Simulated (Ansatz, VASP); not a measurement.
This is a calculation of GaN for Ansatz 0.2.0.

File input.yaml:

```yaml
crystal:
  lattice:
    - [3.1370217585, 0.0, 0.0]
    - [-1.5685108793, 2.7167405351, 0.0]
    - [0.0, 0.0, 5.0961806304]
  atoms:
    - { symbol: Ga, position: [0.6666666667, 0.3333333333, 0.5] }
    - { symbol: Ga, position: [0.3333333333, 0.6666666667, 0.0] }
    - { symbol: "N", position: [0.6666666667, 0.3333333333, 0.875] }
    - { symbol: "N", position: [0.3333333333, 0.6666666667, 0.375] }
hamiltonian:
  xc: rpbe
  pseudopotentials: { kind: paw }
  dispersion: d4
kpoints:
  mp_grid: { grid: [10, 10, 5] }
scf:
  occupations: { method: fermi_dirac, width: 0.05 }
output:
  forces: true
  stress: true
  eigenvalues: true
```

Potentials or basis: Ansatz PAW.

Run with:

```console
$ ansatz run input.yaml --threads 2 --pin off --max-ram 5120MiB --backend cpu --events-out ev --progress --plain --runs-dir out
```

**Question.** Translate it to VASP 6.6.1. Potentials there: VASP PAW PBE potentials, release 64 (Ga_d, N).

**Answer.** As run (the cutoff follows the program's own potentials):

The input INCAR:

```
PREC = Accurate
ENCUT = 520
EDIFF = 1E-7
ISMEAR = -1
SIGMA = 0.05
LREAL = False
LASPH = True
NELM = 60
ALGO = Normal
ISIF = 2
LWAVE = False
LCHARG = True
GGA = RP
IVDW = 13
LELF = True
LVHAR = True
NBANDS = 26
```

File KPOINTS:

```
regular mesh
0
Gamma
  10 10 5
```

The input POSCAR:

```
GaN
1.0
    3.1370217585      0.0000000000      0.0000000000
   -1.5685108793      2.7167405351      0.0000000000
    0.0000000000      0.0000000000      5.0961806304
Ga N
2 2
Direct
    0.6666666667      0.3333333333      0.5000000000
    0.3333333333      0.6666666667      0.0000000000
    0.6666666667      0.3333333333      0.8750000000
    0.3333333333      0.6666666667      0.3750000000
```

Potentials or basis: VASP PAW PBE potentials, release 64 (Ga_d, N).

Launch:

```sh
$ cat potpaw_PBE.64/Ga_d/POTCAR potpaw_PBE.64/N/POTCAR > POTCAR
$ mpirun -np 1 vasp_std > vasp.out
```

Both were run:

|  | VASP | Ansatz | Ansatz less VASP |
| --- | --- | --- | --- |
| gap on the k mesh at the Fermi level (eV) | 2.31 | 2.28 | -0.028 |
| least direct gap on the mesh (eV) | 2.31 | 2.28 | -0.028 |
| pressure (GPa) | 6.5 | 7.0 | +0.48 |
| traceless stress, the component that is largest in VASP (GPa) | 1.82 | 1.81 | -0.011 |
| rms of the force components (eV/Å) | 0.077 | 0.081 | +0.0040 |

VASP's potentials were made for PBE, not for RPBE. Atom by atom the forces differ by 0.004 eV/Å (rms over components).

Noted on Ansatz's run: odd divisions of the mesh miss points on the zone boundary, where band edges often lie, so the gap on the mesh can be too wide.
